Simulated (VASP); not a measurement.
Here is a VASP 6.6.1 calculation.

File INCAR:

```
ALGO = Normal
EDIFF = 1E-6
ENCUT = 520
GGA = PE
ISIF = 2
ISMEAR = 0
LASPH = True
LCHARG = False
LREAL = False
LWAVE = False
NBANDS = 35
NELM = 60
PREC = Accurate
SIGMA = 0.01
```

KPOINTS

```
k-points
0
Gamma
  6 6 8
```

POSCAR

```
SnO2
1.0
    4.8273366092      0.0000000000      0.0000000000
    0.0000000000      4.8273366092      0.0000000000
    0.0000000000      0.0000000000      3.2379945002
Sn O
2 4
Direct
    0.0000000000      0.0000000000      0.0000000000
    0.5000000000      0.5000000000      0.5000000000
    0.3065781180      0.3065781180      0.0000000000
    0.1934218820      0.8065781180      0.5000000000
    0.6934218820      0.6934218820      0.0000000000
    0.8065781180      0.1934218820      0.5000000000
```

Potentials or basis: VASP PAW PBE potentials, release 64 (Sn_d, O).

The run is started by

```sh
$ cat potpaw_PBE.64/Sn_d/POTCAR potpaw_PBE.64/O/POTCAR > POTCAR
$ mpirun -np 1 vasp_std > vasp.out
```

Question: What does it give for the pressure?

Answer: 0.6 GPa.

Question: What does it give for the band gap on the k mesh?

Answer: 0.67 eV.

Stress tensor (GPa, compression positive):
```
0.53 0.00 0.00
0.00 0.53 0.00
0.00 0.00 0.83
```

Caveat: spin-orbit coupling is left out, which moves the levels of the heavy elements. A hybrid or GW would open this gap; PBE tends to underestimate it.
